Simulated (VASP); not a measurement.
Runs of VASP 6.6.1 on BeTe. The structure is that of space group F-43m (No. 216), or close to it. The cells are those of the table. 

```csv
task,cell,k mesh,cutoff (eV),smearing,ions in elastic constants,gap on the mesh (eV),pressure (GPa)
single point,"a = 3.855 Å, angles 60.0°, 2 atoms",8 × 8 × 8,520,gaussian 0.01 eV,-,1.63,4.3
single point,"a = 3.713 Å, angles 60.0°, 2 atoms",8 × 8 × 8,520,gaussian 0.01 eV,-,1.30,15.5
single point,"a = 3.770 Å, angles 60.0°, 2 atoms",8 × 8 × 8,520,gaussian 0.01 eV,-,(b),10.4
relaxation of cell and atoms,"relaxed to 15 GPa from a = 3.928 Å, angles 60.0°, 2 atoms",8 × 8 × 8,600,gaussian 0.01 eV,-,1.31,15.0
single point,"a = 3.928 Å, angles 60.0°, 2 atoms",16 × 16 × 16,520,fermi-dirac 0.08 eV,-,1.77,0.3
relaxation of cell and atoms,"relaxed from a = 3.917 Å, angles 60.0°, 2 atoms",16 × 16 × 16,600,fermi-dirac 0.08 eV,-,(a),0.0
single point,"a = 3.810 Å, angles 60.0°, 2 atoms",8 × 8 × 8,520,gaussian 0.01 eV,-,1.53,(c)
relaxation of cell and atoms,"relaxed to 4 GPa from a = 3.928 Å, angles 60.0°, 2 atoms",8 × 8 × 8,600,gaussian 0.01 eV,-,1.64,4.0
```

Alike in all rows: level LDA; potentials or basis VASP PAW LDA potentials, release 64 (Be, Te); no spin polarisation.

**Question.** Fill in the values left out.

**Answer.** (a) 1.78; (b) 1.44; (c) 7.4.

Caveats: spin-orbit coupling is left out, which moves the levels of the heavy elements; the cell is relaxed towards a set pressure, so the enthalpy falls and the energy may rise (some runs).

A k mesh can miss the band edges, and the runs leave out spin-orbit coupling on Te.
